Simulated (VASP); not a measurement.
# MnO (P6_3mc) in VASP: notebook

The runs below take MnO through single point, with PBE.

Everything below comes from runs of VASP 6.6.1. Logs are shortened: lines on timing, memory, paths and dates and some standing lists are left out, and cuts for length are marked.

### Step 1. The cell of the first run

It takes space group P6_3mc (No. 186, hexagonal). Conventional cell: a = 3.398 Å, b = 3.398 Å, c = 5.302 Å, α = 90.00°, β = 90.00°, γ = 120.00°. Within 2.7 Å of Mn (site symmetry 3m) lie 4 O at 2.05 to 2.07 Å. Within 2.7 Å of O (site symmetry 3m) lie 4 Mn at 2.05 to 2.07 Å.

### Step 2. Single point, PBE

File INCAR:

```
SYSTEM = MnO
ALGO = Normal
EDIFF = 1E-6
ENCUT = 600
GGA = PE
GGA_COMPAT = .False.
ISIF = 2
ISMEAR = 0
LASPH = .True.
LCHARG = .False.
LREAL = .False.
LWAVE = .False.
NBANDS = 27
NELM = 120
PREC = Accurate
SIGMA = 0.05
```

File KPOINTS:

```
k-points
0
Gamma
  12 12 6
  0 0 0
```

File POSCAR:

```
MnO
1.0
    3.3980152691      0.0000000000      0.0000000000
   -1.6990076346      2.9427675455      0.0000000000
    0.0000000000      0.0000000000      5.3024085056
Mn O
2 2
Direct
    0.3333333333      0.6666666667     -0.0020889673
    0.6666666667      0.3333333333      0.4979110327
    0.3333333333      0.6666666667      0.3885189673
    0.6666666667      0.3333333333      0.8885189673
```

Potentials or basis: VASP PAW PBE potentials, release 64 (Mn_pv, O).

Run with:

```bash
$ cat potpaw_PBE.64/Mn_pv/POTCAR potpaw_PBE.64/O/POTCAR > POTCAR
$ mpirun -np 1 vasp_std > vasp.out
```

OUTCAR:

```text
SYSTEM = MnO
   EDIFF = 1E-6
   ENCUT = 600
   GGA = PE
   ISIF = 2
   ISMEAR = 0
   LASPH = .True.
   LREAL = .False.
   NELM = 120
   PREC = Accurate

 ion  position               nearest neighbor table
   1  0.333  0.667  0.998-   4 2.05   4 2.05   4 2.05   3 2.07
   2  0.667  0.333  0.498-   3 2.05   3 2.05   3 2.05   4 2.07
   3  0.333  0.667  0.389-   2 2.05   2 2.05   2 2.05   1 2.07
   4  0.667  0.333  0.889-   1 2.05   1 2.05   1 2.05   2 2.07

  LATTYP: Found a hexagonal cell.
 ALAT       =     3.3980152691
 C/A-ratio  =     1.5604428131

  Lattice vectors:

 A1 = (   3.3980152691,   0.0000000000,   0.0000000000)
 A2 = (  -1.6990076346,   2.9427675455,   0.0000000000)
 A3 = (   0.0000000000,   0.0000000000,   5.3024085056)

Analysis of symmetry for initial positions (statically):
=====================================================================
 Subroutine PRICEL returns:
 Original cell was already a primitive cell.

 Routine SETGRP: Setting up the symmetry group for a
 hexagonal supercell.

 Subroutine GETGRP returns: Found 12 space group operations
 (whereof  6 operations were pure point group operations)
 out of a pool of 24 trial point group operations.

The static configuration has the point symmetry C_3v.
 The point group associated with its full space group is C_6v.

Analysis of symmetry for dynamics (positions and initial velocities):
=====================================================================
 Subroutine PRICEL returns:
 Original cell was already a primitive cell.

 Routine SETGRP: Setting up the symmetry group for a
 hexagonal supercell.

 Subroutine GETGRP returns: Found 12 space group operations
 (whereof  6 operations were pure point group operations)
 out of a pool of 24 trial point group operations.

The dynamic configuration has the point symmetry C_3v.
 The point group associated with its full space group is C_6v.

 Subroutine INISYM returns: Found 12 space group operations
 (whereof  6 operations are pure point group operations),
 and found     1 'primitive' translations

----------------------------------------------------------------------------------------

                                     Primitive cell

  volume of cell :      53.0218

  direct lattice vectors                    reciprocal lattice vectors
     3.398015269  0.000000000  0.000000000     0.294289437  0.169908086  0.000000000
    -1.699007635  2.942767546  0.000000000     0.000000000  0.339816171  0.000000000
     0.000000000  0.000000000  5.302408506     0.000000000  0.000000000  0.188593542

  length of vectors
     3.398015269  3.398015269  5.302408506     0.339816171  0.339816171  0.188593542

  position of ions in fractional coordinates (direct lattice)
     0.333333333  0.666666667  0.997911033
     0.666666667  0.333333333  0.497911033
     0.333333333  0.666666667  0.388518967
     0.666666667  0.333333333  0.888518967

  ion indices of the primitive-cell ions
   primitive index   ion index
                 1           1
                 2           2
                 3           3
                 4           4

----------------------------------------------------------------------------------------

 KPOINTS: k-points

Automatic generation of k-mesh.
 Grid dimensions read from file:
 generate k-points for:   12   12    6

 Generating k-lattice:

  Cartesian coordinates                     Fractional coordinates (reciprocal lattice)
     0.024524120  0.014159007  0.000000000     0.083333333 -0.000000000  0.000000000
     0.000000000  0.028318014  0.000000000     0.000000000  0.083333333  0.000000000
     0.000000000  0.000000000  0.031432257     0.000000000  0.000000000  0.166666667

  Length of vectors
     0.028318014  0.028318014  0.031432257

  Shift w.r.t. Gamma in fractional coordinates (k-lattice)
     0.000000000  0.000000000  0.000000000

 Subroutine IBZKPT returns following result:
 ===========================================

 Found     76 irreducible k-points:

 Following reciprocal coordinates:
            Coordinates               Weight
  0.000000  0.000000  0.000000      1.000000
  0.083333  0.000000  0.000000      6.000000
  0.166667  0.000000  0.000000      6.000000
  0.250000  0.000000  0.000000      6.000000
  0.333333  0.000000  0.000000      6.000000
  0.416667  0.000000  0.000000      6.000000
[... 16 lines left out ...]
  0.250000  0.000000  0.166667     12.000000
  0.333333  0.000000  0.166667     12.000000
 [... further k-points ...]
   k-points           NKPTS =     76   k-points in BZ     NKDIM =     76   number of bands    NBANDS=     27
   number of dos      NEDOS =    301   number of ions     NIONS =      4
   total plane-waves  NPLWV =  32928
   dimension x,y,z NGX =    28 NGY =   28 NGZ =   42
   dimension x,y,z NGXF=    56 NGYF=   56 NGZF=   84
   ions per type =               2   2
   NGX,Y,Z   is equivalent  to a cutoff of  13.70, 13.70, 13.17 a.u.
   NGXF,Y,Z  is equivalent  to a cutoff of  27.40, 27.40, 26.34 a.u.
 SYSTEM =  MnO
   PREC   = accura    normal or accurate (medium, high low for compatibility)
   ISTART =      0    job   : 0-new  1-cont  2-samecut
   ICHARG =      2    charge: 1-file 2-atom 10-const
   ISPIN  =      1    spin polarized calculation?
   LNONCOLLINEAR =      F non collinear calculations
   LSORBIT =      F    spin-orbit coupling
   LASPH  =      T    aspherical Exc in radial PAW
   ENCUT  =  600.0 eV  44.10 Ry    6.64 a.u.   6.79  6.79 10.59*2*pi/ulx,y,z
   NELM   =    120;   NELMIN=  2; NELMDL= -5     # of ELM steps
   EDIFF  = 0.1E-05   stopping-criterion for ELM
   LREAL  =      F    real-space projection
   EDIFFG = 0.1E-04   stopping-criterion for IOM
   NSW    =      0    number of steps for IOM
   IBRION =     -1    ionic relax: 0-MD 1-quasi-New 2-CG
   NFREE  =      0    steps in history (QN), initial steepest desc. (CG)
   ISIF   =      2    stress and relaxation
   ISYM   =      2    0-nonsym 1-usesym 2-fastsym
   POTIM  = 0.5000    time-step for ionic-motion
   TEBEG  =    0.0;   TEEND  =   0.0 temperature during run
   PSTRESS=    0.0 pullay stress
   NELECT =      38.0000    total number of electrons
   NUPDOWN=      -1.0000    fix difference up-down
   EMIN   =  10.00;   EMAX   =-10.00  energy-range for DOS
   EFERMI =   0.00;   METHOD = LEGACY
   ISMEAR =     0;   SIGMA  =   0.05  broadening in eV -4-tet -1-fermi 0-gaus
   EFERMI_NEDOS =   21; number of points for ismear=-14 and -15
   IALGO  =     38    algorithm
   IMIX   =      4    mixing-type and parameters
     AMIX     =   0.40;   BMIX     =  1.00
     AMIX_MAG =   1.60;   BMIX_MAG =  1.00
  volume/ion in A,a.u.               =      13.26        89.45
  Fermi-wavevector in a.u.,A,eV,Ry     =   1.465046  2.768535 29.202991  2.146359
  Thomas-Fermi vector in A             =   2.580949
   LORBIT       =      0    0 simple, 1 ext, 2 COOP (PROOUT), +10 PAW based schemes
   GGA     = PE    functional components
   LHFCALC =     F    Hartree Fock is set to
   AEXX    =    0.0000 exact exchange contribution
   IVDW    =     0    specifies the selected vdW correction
   LEPSILON=     F    determine dielectric tensor
   LRPA    =     F    only Hartree local field effects (RPA)
 non-spin polarized calculation
 Gauss-broadening in eV      SIGMA  =   0.05
  energy-cutoff  :      600.00
  volume of cell :       53.02
 maximum number of plane-waves:      1791
 NGX is ok and might be reduce to    28
   NGX = 13   NGY = 13   NGZ = 21

 number of electron      37.9999998 magnetization

 Free energy of the ion-electron system (eV)
  ---------------------------------------------------
  ext. energy  EPLUGINS =         0.00000000
  ---------------------------------------------------
  free energy    TOTEN  =       -29.39388190 eV

  energy without entropy =      -29.38289412  energy(sigma->0) =      -29.38838801

 E-fermi :   5.1479     XC(G=0): -10.7734

 val. band max:        5.1471276053   @ k =   0.0833   0.0000   0.1667
 cond. band min:       5.1488474771   @ k =   0.2500   0.1667   0.1667
 fundamental gap:      0.0017198718
 Fermi energy:         5.1478870895

 k-point     1 :       0.0000    0.0000    0.0000
  band No.  band energies     occupation
      1     -42.9264      2.00000
      2     -42.9203      2.00000
      3     -42.9203      2.00000
      4     -42.9132      2.00000
      5     -42.9132      2.00000
      6     -42.8855      2.00000
[... 19 lines left out ...]
     26      10.0946      0.00000
     27      11.6597      0.00000

 k-point     2 :       0.0833    0.0000    0.0000
  band No.  band energies     occupation
      1     -42.9260      2.00000
      2     -42.9215      2.00000
      3     -42.9208      2.00000
      4     -42.9149      2.00000
      5     -42.9135      2.00000
      6     -42.8859      2.00000
[... 19 lines left out ...]
     26      10.3411      0.00000
     27      11.7023      0.00000

 k-point     3 :       0.1667    0.0000    0.0000
  band No.  band energies     occupation
      1     -42.9276      2.00000
      2     -42.9222      2.00000
      3     -42.9221      2.00000
      4     -42.9197      2.00000
      5     -42.9143      2.00000
      6     -42.8872      2.00000
[... 19 lines left out ...]
     26      10.9991      0.00000
     27      11.8197      0.00000

 k-point     4 :       0.2500    0.0000    0.0000
  band No.  band energies     occupation
      1     -42.9331      2.00000
      2     -42.9263      2.00000
      3     -42.9240      2.00000
      4     -42.9191      2.00000
      5     -42.9154      2.00000
      6     -42.8893      2.00000
[... 19 lines left out ...]
     26      11.8946      0.00000
     27      11.9944      0.00000

 k-point     5 :       0.3333    0.0000    0.0000
  band No.  band energies     occupation
      1     -42.9389      2.00000
      2     -42.9327      2.00000
      3     -42.9259      2.00000
      4     -42.9165      2.00000
      5     -42.9152      2.00000
      6     -42.8921      2.00000
[... 19 lines left out ...]
     26      12.1587      0.00000
     27      12.6979      0.00000

 k-point     6 :       0.4167    0.0000    0.0000
  band No.  band energies     occupation
      1     -42.9432      2.00000
      2     -42.9375      2.00000
      3     -42.9272      2.00000
      4     -42.9173      2.00000
      5     -42.9115      2.00000
      6     -42.8949      2.00000
[... 444 lines left out ...]
      1     -42.9243      2.00000
      2     -42.9203      2.00000
      3     -42.9201      2.00000
      4     -42.9155      2.00000
      5     -42.9140      2.00000
      6     -42.8885      2.00000
[... 19 lines left out ...]
     26       9.6618      0.00000
     27      12.3959      0.00000

 k-point    22 :       0.1667    0.0000    0.1667
  band No.  band energies     occupation
      1     -42.9279      2.00000
      2     -42.9216      2.00000
      3     -42.9206      2.00000
      4     -42.9188      2.00000
      5     -42.9148      2.00000
      6     -42.8893      2.00000
[... 19 lines left out ...]
     26      10.1636      0.00000
     27      12.6381      0.00000

 k-point    23 :       0.2500    0.0000    0.1667
  band No.  band energies     occupation
      1     -42.9336      2.00000
      2     -42.9272      2.00000
      3     -42.9234      2.00000
      4     -42.9161      2.00000
      5     -42.9159      2.00000
      6     -42.8909      2.00000
[... 19 lines left out ...]
     26      10.7788      0.00000
     27      13.0104      0.00000

 k-point    24 :       0.3333    0.0000    0.1667
  band No.  band energies     occupation
      1     -42.9395      2.00000
      2     -42.9338      2.00000
      3     -42.9252      2.00000
      4     -42.9171      2.00000
      5     -42.9126      2.00000
      6     -42.8930      2.00000
[... 19 lines left out ...]
     26      11.3047      0.00000
     27      12.9113      0.00000

 [... further k-points ...]
[... 5 lines left out ...]
  --------------------------------------------------------------------------------------
  -------------------------------------------------------------------------------------
  Total      -10.5107555    -10.5107555     -8.2323448      0.0000000     -0.0000000      0.0000000
  in kB     -317.6069891   -317.6069891   -248.7594968      0.0000000     -0.0000000      0.0000000
  external PRESSURE =    -294.6578250 kB  Pullay stress =       0.0000000 kB

 VOLUME and BASIS-vectors are now :
 -----------------------------------------------------------------------------
  energy-cutoff  :      600.00
  volume of cell :       53.02
      direct lattice vectors                 reciprocal lattice vectors
     3.398015269  0.000000000  0.000000000     0.294289437  0.169908086  0.000000000
    -1.699007635  2.942767546  0.000000000     0.000000000  0.339816171  0.000000000
     0.000000000  0.000000000  5.302408506     0.000000000  0.000000000  0.188593542

 POSITION                                       TOTAL-FORCE (eV/Angst)
 -----------------------------------------------------------------------------------
     -0.00000      1.96185      5.29133         0.000000     -0.000000      0.259419
      1.69901      0.98092      2.64013        -0.000000      0.000000      0.259419
     -0.00000      1.96185      2.06009        -0.000000      0.000000     -0.259419
      1.69901      0.98092      4.71129        -0.000000      0.000000     -0.259419
 -----------------------------------------------------------------------------------
    total drift:                               -0.000000      0.000000      0.002604

  FREE ENERGIE OF THE ION-ELECTRON SYSTEM (eV)
  ---------------------------------------------------
  free  energy   TOTEN  =       -29.3938819049 eV

  energy  without entropy=      -29.3828941189  energy(sigma->0) =      -29.38838801
```

Wall time 1.8 min (1 thread of Intel Xeon 6975P-C, shared host); peak memory 0.25 GiB.

What came out:

```
Free energy            : -29.3939 eV
Pressure               : -29.5 GPa
Largest force          : 0.259 eV/Å
Band gap on the k mesh : zero (band 19 reaches 5.86 eV, above the bottom of band 20 at 4.96 eV)
```

Forces in eV/Å, atoms in the order of the input:
```
Mn   0.000  0.000  0.259
Mn   0.000  0.000  0.259
O    0.000  0.000 -0.259
O    0.000  0.000 -0.259
```

Stress tensor (GPa, compression positive):
```
-31.76   0.00   0.00
  0.00 -31.76   0.00
  0.00   0.00 -24.88
```

Levels at points of the mesh, in eV from the Fermi level:
```
           k point  band 15  band 16  band 17  band 18  band 19  band 20  band 21  band 22  band 23  band 24
(0.00, 0.00, 0.00)    -0.78    -0.78    -0.31    -0.15    -0.15    -0.15     1.15     1.15     1.26     1.79
(0.50, 0.00, 0.00)    -1.22    -0.78    -0.47    -0.47    -0.28    -0.03     0.26     0.43     0.89     1.04
(0.00, 0.00, 0.50)    -0.40    -0.40    -0.40    -0.40     0.58     0.58     1.43     1.43     1.43     1.43
(0.50, 0.00, 0.50)    -0.61    -0.61    -0.29    -0.29    -0.17    -0.17     0.64     0.64     0.70     0.70
```

Caveat: the run has no spin polarisation, though such a crystal can be magnetic; semilocal functionals often make such compounds metallic where correlation or magnetic order opens a gap, which also shifts bond lengths. Spin polarisation is off, so any magnetic state and its effect on volume and gap are missing.

(Part 1 of 2 ends here.)
